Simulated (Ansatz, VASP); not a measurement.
# One calculation of MgO, two programs

```
CELL_PARAMETERS angstrom
0.00000 2.28201 2.39611
2.28201 0.00000 2.39611
2.28201 2.28201 0.00000
ATOMIC_POSITIONS crystal
Mg 0.00000 0.00000 0.00000
O 0.25000 0.25000 0.25000
```

Change from the starting cell: uniaxial_z strain +5.0%.

Alike in both runs: task single point; functional HSE06; k mesh 6 × 6 × 6; no spin polarisation.

|  | VASP | Ansatz |
| --- | --- | --- |
| version | VASP 6.6.1 | Ansatz 0.2.0 |
| potentials or method | VASP PAW PBE potentials, release 64 (Mg, O) | plane waves, PAW |
| plane-wave cutoff (eV) | 520 | 420 |
| occupations | gaussian, width 0.01 eV | fixed |
| valence electrons in the cell | 8 | 16 |

Ansatz gave:

| Quantity | Value |
| --- | --- |
| gap on the k mesh at the Fermi level (eV) | 4.92 |
| pressure (GPa) | -5.7 |
| traceless stress, the component that is largest in VASP (GPa) | -2.01 |

Question: Which values does VASP return?

Answer: gap on the k mesh at the Fermi level (eV): 4.89; pressure (GPa): -5.9; traceless stress, the component that is largest in VASP (GPa): -2.02.

VASP's potentials hold 8 valence electrons a cell and Ansatz's 16, so a difference there can come from the potentials and not from the codes. Ansatz's warnings: stress exchange threshold loose, stress scf threshold loose.
